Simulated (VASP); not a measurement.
Zr3PdSe4, 8 atoms in the cell. It takes space group P-6m2 (No. 187, hexagonal). Conventional cell: a = 7.347 Å, b = 7.347 Å, c = 3.678 Å, α = 90.00°, β = 90.00°, γ = 120.00°. Zr (site symmetry mm2) has 6 Se at 2.75 to 2.93 Å and 4 Zr at 3.41 to 3.68 Å and 2 Pd at 3.68 Å within 3.7 Å. Pd (site symmetry -6m2) has 6 Se at 2.81 Å and 6 Zr at 3.68 Å and 2 Pd at 3.68 Å within 3.7 Å. Se (site symmetry mm2) has 4 Zr at 2.75 Å and 2 Pd at 2.81 Å and 8 Se at 3.66 to 3.69 Å within 3.7 Å. Se (site symmetry -6m2) has 6 Zr at 2.93 Å and 8 Se at 3.67 to 3.68 Å within 3.9 Å. 

- Program: VASP 6.6.1
- Task: single point
- Functional: PBE
- Potentials or basis: VASP PAW PBE potentials, release 64 (Zr_sv, Pd, Se)
- Cutoff: 520 eV
- k mesh: 6 × 6 × 8
- Occupations: gaussian, width 0.1 eV
- Spin: no spin polarisation
- Dipole correction: no
- Further INCAR settings: ALGO = Normal; EDIFF = 1e-06; NBANDS = 45

Potentials or basis: VASP PAW PBE potentials, release 64 (Zr_sv, Pd, Se).

Launch:

```bash
$ cat potpaw_PBE.64/Zr_sv/POTCAR potpaw_PBE.64/Pd/POTCAR potpaw_PBE.64/Se/POTCAR > POTCAR
$ mpirun -np 1 vasp_std > vasp.out
```

Hardware: 1 thread of Intel Xeon 8259CL (shared host).

Question: How long does it take, and how much memory?

Answer: It took 5.9 min on 1 thread of Intel Xeon 8259CL (shared host), peak memory 0.43 GiB. Counts: scf iterations 15, k points 35.
